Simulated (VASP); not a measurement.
CuSb2Ru: single point with PBE

The system is CuSb2Ru.

```
Cu Ru Sb
1.0
     4.10899    0.00000    0.00000
    -2.05449    3.55849    0.00000
     0.00000    0.00000    5.36227
Cu Ru Sb
1 1 2
Cartesian
  0.0000 0.0000 0.0000
  0.0000 0.0000 2.6811
  0.0000 2.3723 1.4189
  2.0545 1.1862 3.9434
```

- Program: VASP 6.6.1
- Task: single point
- Functional: PBE
- Potentials or basis: VASP PAW PBE potentials, release 64 (Cu, Ru_pv, Sb)
- Cutoff: 520 eV
- k mesh: 5 × 5 × 4
- Occupations: fermi-dirac, width 0.0189 eV
- Spin: non-collinear spin, typed start, spin-orbit coupling
- Starting moments: [[0.0, 0.0, 1.0], [0.0, 0.0, 2.0], [0.0, 0.0, 0.0], [0.0, 0.0, 0.0]] μB

The pressure is -0.1 GPa, the largest force is 0.033 eV/Å and the net moment is 0.00 μB per cell. The valence electrons inside the program's atomic spheres are Cu 9.95; Ru 12.76; Sb 2.40.

Forces on the atoms (eV/Å):
```
Cu   0.000  0.000  0.000
Ru   0.000  0.000  0.000
Sb   0.000  0.000  0.033
Sb   0.000  0.000 -0.033
```

Stress tensor (GPa, compression positive):
```
-0.14  0.00  0.00
 0.00 -0.14  0.00
 0.00  0.00  0.00
```

Moments on the atoms (μB; x, y, z):
```
Cu  0.00 0.00 0.00
Ru  0.00 0.00 0.00
Sb  0.00 0.00 0.00
Sb  0.00 0.00 0.00
```

Wall time 3.4 min on 1 thread of Intel(R) Xeon(R) Platinum 8375C CPU @ 2.90GHz (Ice Lake), on a shared host, peak memory 0.42 GiB.
